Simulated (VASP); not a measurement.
A run of VASP 6.6.1 is set up as follows.

The input INCAR:

```
PREC = Accurate ; ENCUT = 500
EDIFF = 1E-6 ; ISMEAR = -1
SIGMA = 0.1 ; LREAL = F
LASPH = T ; NELM = 120
ALGO = Normal ; ISIF = 2
LWAVE = F ; LCHARG = T
LELF = T ; LVHAR = T
ISYM = 0 ; NBANDS = 17
GGA_COMPAT = F
```

Contents of KPOINTS:

```
Automatic mesh
0
Gamma
  12 12 6
  0.5 0.5 0.5
```

The input POSCAR:

```
Pt
1.0
    2.7606700000      0.0000000000      0.0000000000
   -1.3803300000      2.3908100000      0.0000000000
    0.0000000000      0.0000000000      4.7921300000
Pt
2
Direct
    0.6666666667      0.3333333333      0.7500000000
    0.3333333333      0.6666666667      0.2500000000
```

Potentials or basis: VASP PAW LDA potentials, release 64 (Pt).

Command:

```bash
$ cat potpaw_LDA.64/Pt/POTCAR > POTCAR
$ mpirun -np 1 vasp_std > vasp.out
```

**Question.** Estimate the band gap on the k mesh.

**Answer.** Zero (band 10 reaches 10.62 eV, above the bottom of band 11 at 9.50 eV).

**Question.** Predict the pressure.

**Answer.** -15.0 GPa.

Stress tensor (GPa, compression positive):
```
-14.59   0.00   0.00
  0.00 -14.59   0.00
  0.00   0.00 -15.71
```

Caveat: spin-orbit coupling is left out, which moves the levels of the heavy elements.
